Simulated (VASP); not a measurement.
# Nd2AlAs3 (P6mm) in VASP: a series of runs

Runs on Nd2AlAs3. Level: PBE. Tasks: single point.

All numbers are computed with VASP 6.6.1; they aren't measurements. Logs are shortened: lines on timing, memory, paths and dates and some standing lists are left out, and cuts for length are marked.

### 1 The cell of the first run

It takes space group P6mm (No. 183, hexagonal). The conventional cell has a = 6.115 Å, b = 6.115 Å, c = 4.516 Å, α = 90.00°, β = 90.00°, γ = 120.00°. Nd (site symmetry 3m) has 6 As at 2.86 to 2.87 Å and 3 Nd at 3.53 Å and 3 Al at 3.79 Å within 3.8 Å. Al (site symmetry 6mm) has 6 As at 3.18 Å and 6 Nd at 3.79 Å within 4.2 Å. As (site symmetry 2mm) has 4 Nd at 2.86 to 2.87 Å and 4 As at 3.06 Å and 2 Al at 3.18 Å within 3.8 Å.

### 2 Single point, PBE

Input file INCAR:

```
  ALGO = Normal
  EDIFF = 1E-7
  ENCUT = 520
  GGA = PE
  ISIF = 2
  ISMEAR = 0
  LASPH = True
  LCHARG = False
  LREAL = False
  LWAVE = False
  NBANDS = 32
  NELM = 100
  PREC = Accurate
  SIGMA = 0.1
```

Input file KPOINTS:

```
k-points
0
Gamma
  3 3 4
```

Input file POSCAR:

```
Nd2AlAs3
1.0
    6.1146465700      0.0000000000      0.0000000000
   -3.0573232800      5.2954392600      0.0000000000
    0.0000000000      0.0000000000      4.5161655100
Nd Al As
2 1 3
Direct
    0.6666666700      0.3333333300      0.4961477200
    0.3333333300      0.6666666700      0.4961477200
    0.0000000000      0.0000000000      0.1926302600
    0.0000000000      0.5000000000      0.9950230700
    0.5000000000      0.0000000000      0.9950230700
    0.5000000000      0.5000000000      0.9950230700
```

Potentials or basis: VASP PAW PBE potentials, release 64 (Nd, Al, As).

Run with:

```bash
> cat potpaw_PBE.64/Nd/POTCAR potpaw_PBE.64/Al/POTCAR potpaw_PBE.64/As/POTCAR > POTCAR
> mpirun -np 1 vasp_std > vasp.out
```

OUTCAR:

```text
EDIFF = 1E-7
   ENCUT = 520
   GGA = PE
   ISIF = 2
   ISMEAR = 0
   LASPH = True
   LREAL = False
   NELM = 100
   PREC = Accurate

 ion  position               nearest neighbor table
   1  0.667  0.333  0.496-   5 2.86   4 2.86   6 2.86   5 2.87   4 2.87   6 2.87   2 3.53   2 3.53
                             2 3.53
   2  0.333  0.667  0.496-   5 2.86   4 2.86   6 2.86   5 2.87   4 2.87   6 2.87   1 3.53   1 3.53
                             1 3.53
   3  0.000  0.000  0.193-
   4  0.000  0.500  0.995-   1 2.86   2 2.86   1 2.87   2 2.87
   5  0.500  0.000  0.995-   1 2.86   2 2.86   1 2.87   2 2.87
   6  0.500  0.500  0.995-   1 2.86   2 2.86   1 2.87   2 2.87

  LATTYP: Found a hexagonal cell.
 ALAT       =     6.1146465700
 C/A-ratio  =     0.7385816103

  Lattice vectors:

 A1 = (   6.1146465700,   0.0000000000,   0.0000000000)
 A2 = (  -3.0573232800,   5.2954392600,   0.0000000000)
 A3 = (   0.0000000000,   0.0000000000,   4.5161655100)

Analysis of symmetry for initial positions (statically):
=====================================================================
 Subroutine PRICEL returns:
 Original cell was already a primitive cell.

 Routine SETGRP: Setting up the symmetry group for a
 hexagonal supercell.

 Subroutine GETGRP returns: Found 12 space group operations
 (whereof 12 operations were pure point group operations)
 out of a pool of 24 trial point group operations.

The static configuration has the point symmetry C_6v.

Analysis of symmetry for dynamics (positions and initial velocities):
=====================================================================
 Subroutine PRICEL returns:
 Original cell was already a primitive cell.

 Routine SETGRP: Setting up the symmetry group for a
 hexagonal supercell.

 Subroutine GETGRP returns: Found 12 space group operations
 (whereof 12 operations were pure point group operations)
 out of a pool of 24 trial point group operations.

The dynamic configuration has the point symmetry C_6v.

 Subroutine INISYM returns: Found 12 space group operations
 (whereof 12 operations are pure point group operations),
 and found     1 'primitive' translations

----------------------------------------------------------------------------------------

                                     Primitive cell

  volume of cell :     146.2323

  direct lattice vectors                    reciprocal lattice vectors
     6.114646570  0.000000000  0.000000000     0.163541750  0.094420873  0.000000000
    -3.057323280  5.295439260  0.000000000     0.000000000  0.188841747  0.000000000
     0.000000000  0.000000000  4.516165510     0.000000000  0.000000000  0.221426783

  length of vectors
     6.114646570  6.114646563  4.516165510     0.188841747  0.188841747  0.221426783

  position of ions in fractional coordinates (direct lattice)
     0.666666670  0.333333330  0.496147720
     0.333333330  0.666666670  0.496147720
     0.000000000  0.000000000  0.192630260
     1.000000000  0.500000000  0.995023070
     0.500000000  0.000000000  0.995023070
     0.500000000  0.500000000  0.995023070

  ion indices of the primitive-cell ions
   primitive index   ion index
                 1           1
                 2           2
                 3           3
                 4           4
                 5           5
                 6           6

----------------------------------------------------------------------------------------

 KPOINTS: k-points

Automatic generation of k-mesh.
 Grid dimensions read from file:
 generate k-points for:    3    3    4

 Generating k-lattice:

  Cartesian coordinates                     Fractional coordinates (reciprocal lattice)
     0.054513917  0.031473624  0.000000000     0.333333333 -0.000000000  0.000000000
     0.000000000  0.062947249  0.000000000     0.000000000  0.333333333  0.000000000
     0.000000000  0.000000000  0.055356696     0.000000000  0.000000000  0.250000000

  Length of vectors
     0.062947249  0.062947249  0.055356696

  Shift w.r.t. Gamma in fractional coordinates (k-lattice)
     0.000000000  0.000000000  0.000000000

 Subroutine IBZKPT returns following result:
 ===========================================

 Found      9 irreducible k-points:

 Following reciprocal coordinates:
            Coordinates               Weight
  0.000000  0.000000  0.000000      1.000000
  0.333333  0.000000  0.000000      6.000000
  0.333333  0.333333  0.000000      2.000000
  0.000000  0.000000  0.250000      2.000000
  0.333333  0.000000  0.250000     12.000000
  0.333333  0.333333  0.250000      4.000000
  0.000000  0.000000  0.500000      1.000000
  0.333333  0.000000  0.500000      6.000000
  0.333333  0.333333  0.500000      2.000000
   k-points           NKPTS =      9   k-points in BZ     NKDIM =      9   number of bands    NBANDS=     32
   number of dos      NEDOS =    301   number of ions     NIONS =      6
   total plane-waves  NPLWV =  82944
   dimension x,y,z NGX =    48 NGY =   48 NGZ =   36
   dimension x,y,z NGXF=    96 NGYF=   96 NGZF=   72
   ions per type =               2   1   3
   NGX,Y,Z   is equivalent  to a cutoff of  13.05, 13.05, 13.25 a.u.
   NGXF,Y,Z  is equivalent  to a cutoff of  26.10, 26.10, 26.50 a.u.
 SYSTEM =  unknown system
   PREC   = accura    normal or accurate (medium, high low for compatibility)
   ISTART =      0    job   : 0-new  1-cont  2-samecut
   ICHARG =      2    charge: 1-file 2-atom 10-const
   ISPIN  =      1    spin polarized calculation?
   LNONCOLLINEAR =      F non collinear calculations
   LSORBIT =      F    spin-orbit coupling
   LASPH  =      T    aspherical Exc in radial PAW
   ENCUT  =  520.0 eV  38.22 Ry    6.18 a.u.  11.37 11.37  8.40*2*pi/ulx,y,z
   NELM   =    100;   NELMIN=  2; NELMDL= -5     # of ELM steps
   EDIFF  = 0.1E-06   stopping-criterion for ELM
   LREAL  =      F    real-space projection
   EDIFFG = 0.1E-05   stopping-criterion for IOM
   NSW    =      0    number of steps for IOM
   IBRION =     -1    ionic relax: 0-MD 1-quasi-New 2-CG
   NFREE  =      0    steps in history (QN), initial steepest desc. (CG)
   ISIF   =      2    stress and relaxation
   ISYM   =      2    0-nonsym 1-usesym 2-fastsym
   POTIM  = 0.5000    time-step for ionic-motion
   TEBEG  =    0.0;   TEEND  =   0.0 temperature during run
   PSTRESS=    0.0 pullay stress
   NELECT =      46.0000    total number of electrons
   NUPDOWN=      -1.0000    fix difference up-down
   EMIN   =  10.00;   EMAX   =-10.00  energy-range for DOS
   EFERMI =   0.00;   METHOD = LEGACY
   ISMEAR =     0;   SIGMA  =   0.10  broadening in eV -4-tet -1-fermi 0-gaus
   EFERMI_NEDOS =   21; number of points for ismear=-14 and -15
   IALGO  =     38    algorithm
   IMIX   =      4    mixing-type and parameters
     AMIX     =   0.40;   BMIX     =  1.00
     AMIX_MAG =   1.60;   BMIX_MAG =  1.00
  volume/ion in A,a.u.               =      24.37       164.47
  Fermi-wavevector in a.u.,A,eV,Ry     =   1.113388  2.103997 16.866216  1.239632
  Thomas-Fermi vector in A             =   2.249972
   LORBIT       =      0    0 simple, 1 ext, 2 COOP (PROOUT), +10 PAW based schemes
   GGA     = PE    functional components
   LHFCALC =     F    Hartree Fock is set to
   AEXX    =    0.0000 exact exchange contribution
   IVDW    =     0    specifies the selected vdW correction
   LEPSILON=     F    determine dielectric tensor
   LRPA    =     F    only Hartree local field effects (RPA)
 non-spin polarized calculation
 Gauss-broadening in eV      SIGMA  =   0.10
  energy-cutoff  :      520.00
  volume of cell :      146.23
 maximum number of plane-waves:      3951
 NGX is ok and might be reduce to    48
   NGX = 23   NGY = 23   NGZ = 17

 number of electron      45.9999998 magnetization

 Free energy of the ion-electron system (eV)
  ---------------------------------------------------
  ext. energy  EPLUGINS =         0.00000000
  ---------------------------------------------------
  free energy    TOTEN  =       -30.32176361 eV

  energy without entropy =      -30.09293892  energy(sigma->0) =      -30.20735126

 E-fermi :   5.1486     XC(G=0):  -9.9994

 val. band max:        5.1399756766   @ k =   0.3333   0.0000   0.5000
 cond. band min:       5.1542040680   @ k =   0.3333   0.0000   0.0000
 fundamental gap:      0.0142283914
 Fermi energy:         5.1486324710

 k-point     1 :       0.0000    0.0000    0.0000
  band No.  band energies     occupation
      1     -31.7012      2.00000
      2     -31.5919      2.00000
      3     -13.3812      2.00000
      4     -13.3812      2.00000
      5     -13.2335      2.00000
      6     -12.9637      2.00000
[... 24 lines left out ...]
     31       5.5040      0.00000
     32       5.5470      0.00000

 k-point     2 :       0.3333    0.0000    0.0000
  band No.  band energies     occupation
      1     -31.6784      2.00000
      2     -31.6152      2.00000
      3     -13.4196      2.00000
      4     -13.2798      2.00000
      5     -13.1778      2.00000
      6     -13.0221      2.00000
[... 24 lines left out ...]
     31       5.4962      0.00000
     32       5.5247      0.00000

 k-point     3 :       0.3333    0.3333    0.0000
  band No.  band energies     occupation
      1     -31.6469      2.00000
      2     -31.6469      2.00000
      3     -13.4592      2.00000
      4     -13.1007      2.00000
      5     -13.1007      2.00000
      6     -13.0691      2.00000
[... 24 lines left out ...]
     31       5.3926      0.00056
     32       5.5058      0.00000

 k-point     4 :       0.0000    0.0000    0.2500
  band No.  band energies     occupation
      1     -31.6980      2.00000
      2     -31.5886      2.00000
      3     -13.4631      2.00000
      4     -13.3454      2.00000
      5     -13.3454      2.00000
      6     -13.0772      2.00000
[... 129 lines left out ...]
     31       5.4456      0.00003
     32       5.5159      0.00000

 k-point     8 :       0.3333    0.0000    0.5000
  band No.  band energies     occupation
      1     -31.6718      2.00000
      2     -31.6086      2.00000
      3     -13.5680      2.00000
      4     -13.3440      2.00000
      5     -13.2910      2.00000
      6     -13.2097      2.00000
[... 24 lines left out ...]
     31       5.3979      0.00042
     32       5.4384      0.00004

 k-point     9 :       0.3333    0.3333    0.5000
  band No.  band energies     occupation
      1     -31.6403      2.00000
      2     -31.6403      2.00000
      3     -13.4310      2.00000
      4     -13.4310      2.00000
      5     -13.3797      2.00000
      6     -13.0114      2.00000
[... 24 lines left out ...]
     31       5.3298      0.01041
     32       5.4692      0.00001

------------------------ aborting loop because EDIFF is reached ----------------------------------------

  FORCE on cell =-STRESS in cart. coord.  units (eV):
  Direction    XX          YY          ZZ          XY          YZ          ZX
  --------------------------------------------------------------------------------------
  -------------------------------------------------------------------------------------
  Total        2.7019006      2.7019006      0.5069653      0.0000000      0.0000000      0.0000000
  in kB       29.6030700     29.6030700      5.5545077      0.0000000      0.0000000      0.0000000
  external PRESSURE =      21.5868826 kB  Pullay stress =       0.0000000 kB

 VOLUME and BASIS-vectors are now :
 -----------------------------------------------------------------------------
  energy-cutoff  :      520.00
  volume of cell :      146.23
      direct lattice vectors                 reciprocal lattice vectors
     6.114646570  0.000000000  0.000000000     0.163541750  0.094420873  0.000000000
    -3.057323280  5.295439260  0.000000000     0.000000000  0.188841747  0.000000000
     0.000000000  0.000000000  4.516165510     0.000000000  0.000000000  0.221426783

 POSITION                                       TOTAL-FORCE (eV/Angst)
 -----------------------------------------------------------------------------------
      3.05732      1.76515      2.24069        -0.000000      0.000000     -0.163220
     -0.00000      3.53029      2.24069         0.000000     -0.000000     -0.163220
      0.00000      0.00000      0.86995        -0.000000     -0.000000      0.012330
     -1.52866      2.64772      4.49369        -0.000000     -0.000000      0.104703
      3.05732      0.00000      4.49369        -0.000000     -0.000000      0.104703
      1.52866      2.64772      4.49369        -0.000000     -0.000000      0.104703
 -----------------------------------------------------------------------------------
    total drift:                                0.000000      0.000000     -0.001883

  FREE ENERGIE OF THE ION-ELECTRON SYSTEM (eV)
  ---------------------------------------------------
  free  energy   TOTEN  =       -30.3217636123 eV

  energy  without entropy=      -30.0929389159  energy(sigma->0) =      -30.20735126
```

Run time: 2.9 min. Hardware: 1 thread of Intel Xeon Platinum 8259CL at 2.50GHz (Skylake/Cascade Lake), shared host; peak memory 0.3 GiB.

Results:

* Free energy: -30.3218 eV
* Pressure: 2.2 GPa
* Largest force: 0.163 eV/Å
* Band gap on the k mesh: zero (band 23 reaches 5.24 eV, above the bottom of band 24 at 5.16 eV)

Forces on the atoms (eV/Å):
```
Nd   0.000  0.000 -0.163
Nd   0.000  0.000 -0.163
Al   0.000  0.000  0.012
As   0.000  0.000  0.105
As   0.000  0.000  0.105
As   0.000  0.000  0.105
```

Stress tensor (GPa, compression positive):
```
2.96 0.00 0.00
0.00 2.96 0.00
0.00 0.00 0.56
```

Levels at points of the mesh, in eV from the Fermi level:
```
           k point  band 18  band 19  band 20  band 21  band 22  band 23  band 24  band 25  band 26  band 27
(0.00, 0.00, 0.00)    -1.28    -0.26    -0.26    -0.26    -0.16     0.05     0.05     0.08     0.08     0.22
(0.00, 0.00, 0.50)    -1.40    -0.26    -0.07     0.03     0.03     0.09     0.09     0.09     0.09     0.11
```

Caveat: the k points lie up to 0.40 Å⁻¹ apart; spin-orbit coupling is left out, which moves the levels of the heavy elements; without U or exact exchange the open f shell lies at the Fermi level, which spoils levels, moments and volumes. Spin polarisation is off, so any magnetic state and its effect on volume and gap are missing.

### 3 Single point, PBE

This run uses another cell than the first one, of 28.60 Å³/atom, 1.174 times its volume.

Input file INCAR:

```
ALGO = Normal ; EDIFF = 1E-6
ENCUT = 520 ; GGA = PE
ISIF = 2 ; ISMEAR = 0
LASPH = T ; LCHARG = F
LREAL = F ; LWAVE = F
NBANDS = 32 ; NELM = 100
PREC = Accurate ; SIGMA = 0.1
```

KPOINTS is that of step 2.

Input file POSCAR:

```
Nd2AlAs3
1.0
    6.7007072320     -0.0000000032      0.0000000000
   -3.3503536133      5.8029826878      0.0000000000
    0.0000000000      0.0000000000      4.4135322511
Nd Al As
2 1 3
Direct
    0.6666666667      0.3333333333      0.5124239403
    0.3333333333      0.6666666667      0.5124239403
    0.0000000000      0.0000000000      0.1145374180
    0.0000000000      0.5000000000      1.0102032038
    0.5000000000      0.0000000000      1.0102032038
    0.5000000000      0.5000000000      1.0102032038
```

Potentials or basis: VASP PAW PBE potentials, release 64 (Nd, Al, As).

Run with:

```bash
> cat potpaw_PBE.64/Nd/POTCAR potpaw_PBE.64/Al/POTCAR potpaw_PBE.64/As/POTCAR > POTCAR
> mpirun -np 1 vasp_std > vasp.out
```

Wall time 4.9 min (1 thread of Intel Xeon Platinum 8259CL at 2.50GHz (Skylake/Cascade Lake), shared host); peak memory 0.31 GiB.

Results (log left out):

```
Free energy            : -30.4863 eV
Pressure               : -3.0 GPa
Largest force          : 0.087 eV/Å
Band gap on the k mesh : zero (band 23 reaches 3.85 eV, above the bottom of band 24 at 3.79 eV)
```

Forces in eV/Å, atoms in the order of the input:
```
Nd   0.000  0.000 -0.087
Nd   0.000  0.000 -0.087
Al   0.000  0.000 -0.085
As   0.000  0.000  0.087
As   0.000  0.000  0.087
As   0.000  0.000  0.087
```

Stress tensor (GPa, compression positive):
```
-1.76  0.00  0.00
 0.00 -1.76  0.00
 0.00  0.00 -5.48
```

Levels at points of the mesh, in eV from the Fermi level:
```csv
k point,band 18,band 19,band 20,band 21,band 22,band 23,band 24,band 25,band 26,band 27
"(0.00, 0.00, 0.00)",-0.96,-0.32,-0.32,-0.21,-0.12,0.01,0.01,0.09,0.09,0.10
"(0.00, 0.00, 0.50)",-1.58,-0.15,-0.15,-0.10,-0.07,0.04,0.04,0.06,0.06,0.09
```

Caveat: the k points lie up to 0.36 Å⁻¹ apart; spin-orbit coupling is left out, which moves the levels of the heavy elements; without U or exact exchange the open f shell lies at the Fermi level, which spoils levels, moments and volumes. Spin polarisation is off, so any magnetic state and its effect on volume and gap are missing.

### 4 Single point, PBE

This run uses another cell than the first one, of 28.56 Å³/atom, 1.172 times its volume.

Input file INCAR:

```
PREC = Accurate
ENCUT = 520
EDIFF = 1E-7
ISMEAR = 0
SIGMA = 0.1
LREAL = F
LASPH = T
NELM = 100
ALGO = Normal
ISIF = 2
LWAVE = F
LCHARG = F
GGA = PE
NBANDS = 32
```

Input file KPOINTS:

```
regular mesh
0
Gamma
  6 6 8
```

Input file POSCAR:

```
Nd2AlAs3
1.0
    6.6877627493      0.0000000000      0.0000000000
   -3.3438813746      5.7917724354      0.0000000000
    0.0000000000      0.0000000000      4.4242964064
Nd Al As
2 1 3
Direct
    0.6666666667      0.3333333333      0.5037319683
    0.3333333333      0.6666666667      0.5037319683
    0.0000000000      0.0000000000      0.1538243086
    0.0000000000      0.5000000000      0.0029022216
    0.5000000000      0.0000000000      0.0029022216
    0.5000000000      0.5000000000      0.0029022216
```

Run with:

```bash
> cat potpaw_PBE.64/Nd/POTCAR potpaw_PBE.64/Al/POTCAR potpaw_PBE.64/As/POTCAR > POTCAR
> mpirun -np 1 vasp_std > vasp.out
```

Run time: 16 min. Hardware: 1 thread of Intel Xeon Platinum 8259CL at 2.50GHz (Skylake/Cascade Lake), shared host; peak memory 0.41 GiB.

It converged, with:

```yaml
Free_energy: -30.4184 eV
Pressure: -3.1 GPa
Largest_force: 0.051 eV/Å
Band_gap_on_the_k_mesh: zero (band 23 reaches 3.88 eV, above the bottom of band 24 at 3.84 eV)
```

Forces in eV/Å, atoms in the order of the input:
```
Nd   0.000  0.000 -0.040
Nd   0.000  0.000 -0.040
Al   0.000  0.000 -0.051
As   0.000  0.000  0.044
As   0.000  0.000  0.044
As   0.000  0.000  0.044
```

Stress tensor (GPa, compression positive):
```
-1.90  0.00  0.00
 0.00 -1.90  0.00
 0.00  0.00 -5.43
```

Levels at points of the mesh, in eV from the Fermi level:
```csv
k point,band 19,band 20,band 21,band 22,band 23,band 24,band 25,band 26
"(0.00, 0.00, 0.00)",-0.33,-0.33,-0.21,-0.12,0.01,0.01,0.09,0.09
"(0.50, 0.00, 0.00)",-1.26,-0.78,-0.23,-0.15,0.01,0.06,0.09,0.11
"(0.00, 0.00, 0.50)",-0.15,-0.15,-0.11,-0.07,0.05,0.05,0.06,0.06
"(0.50, 0.00, 0.50)",-1.63,-1.12,-0.04,-0.03,-0.01,0.00,0.04,0.05
```

Caveat: spin-orbit coupling is left out, which moves the levels of the heavy elements; without U or exact exchange the open f shell lies at the Fermi level, which spoils levels, moments and volumes. Spin polarisation is off, so any magnetic state and its effect on volume and gap are missing.

### 5 Summary

| cell | k mesh | gap on the mesh (eV) | pressure (GPa) | largest force (eV/Å) |
| --- | --- | --- | --- | --- |
| a = 6.115, b = 6.115, c = 4.516 Å, angles 90.0, 90.0, 120.0°, 6 atoms | 3 × 3 × 4 | none | 2.2 | 0.16 |
| a = 6.701, b = 6.701, c = 4.414 Å, angles 90.0, 90.0, 120.0°, 6 atoms | 3 × 3 × 4 | none | -3.0 | 0.09 |
| a = 6.688, b = 6.688, c = 4.424 Å, angles 90.0, 90.0, 120.0°, 6 atoms | 6 × 6 × 8 | none | -3.1 | 0.05 |

Alike in all rows: task single point; level PBE; potentials or basis VASP PAW PBE potentials, release 64 (Nd, Al, As); no spin polarisation; cutoff (eV) 520; smearing gaussian 0.1 eV.

Caveats: some runs use coarse meshes; spin-orbit coupling is left out, which moves the levels of the heavy elements; without U or exact exchange the open f shell lies at the Fermi level, which spoils levels, moments and volumes.

Absolute energies hang on the potentials; compare differences alone.
